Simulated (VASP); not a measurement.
MoS2: single point with PBE

MoS2:

```
Mo S
1.0
     3.16100    0.00000    0.00000
    -1.58050    2.73751    0.00000
     0.00000    0.00000   12.29500
Mo S
2 4
Direct
  0.33333 0.66667 0.25000
  0.66667 0.33333 0.75000
  0.33333 0.66667 0.62750
  0.66667 0.33333 0.12750
  0.33333 0.66667 0.87250
  0.66667 0.33333 0.37250
```

- Program: VASP 6.6.1
- Task: single point
- Functional: PBE
- Potentials or basis: VASP PAW PBE potentials, release 64 (Mo_sv, S)
- Cutoff: 520 eV
- k mesh: 10 × 10 × 3
- Occupations: fermi-dirac, width 0.05 eV
- Spin: no spin polarisation

The pressure is 8.7 GPa. The largest force is 1.197 eV/Å. The band gap on the k mesh is 0.88 eV, indirect (least direct gap 1.87 eV).

Forces on the atoms (eV/Å):
```
Mo   0.000  0.000  0.000
Mo   0.000  0.000  0.000
S    0.000  0.000 -1.197
S    0.000  0.000 -1.197
S    0.000  0.000  1.197
S    0.000  0.000  1.197
```

Stress tensor (GPa, compression positive):
```
 6.53  0.00  0.00
 0.00  6.53  0.00
 0.00  0.00 13.12
```

Levels at points of the mesh, in eV from the valence-band top:
```
           k point  band 22  band 23  band 24  band 25  band 26  band 27  band 28  band 29  band 30  band 31
(0.00, 0.00, 0.00)    -2.55    -2.55    -1.32    -1.12     0.00     1.99     1.99     2.01     2.01     2.32
(0.50, 0.00, 0.00)    -2.55    -2.04    -1.89    -1.57    -1.44     1.41     1.45     1.91     2.10     2.91
```

It took 67 s on 1 thread of Intel(R) Xeon(R) 6975P-C (Granite Rapids), on a shared host, peak memory 0.25 GiB.

Caveat: this functional lacks dispersion, which binds the layers, so the pressure and a relaxed spacing across them are unreliable; forces of over 1 eV/Å act on the atoms, so gaps and moduli don't describe the material at rest. As with any semilocal functional, this PBE gap is likely too small.
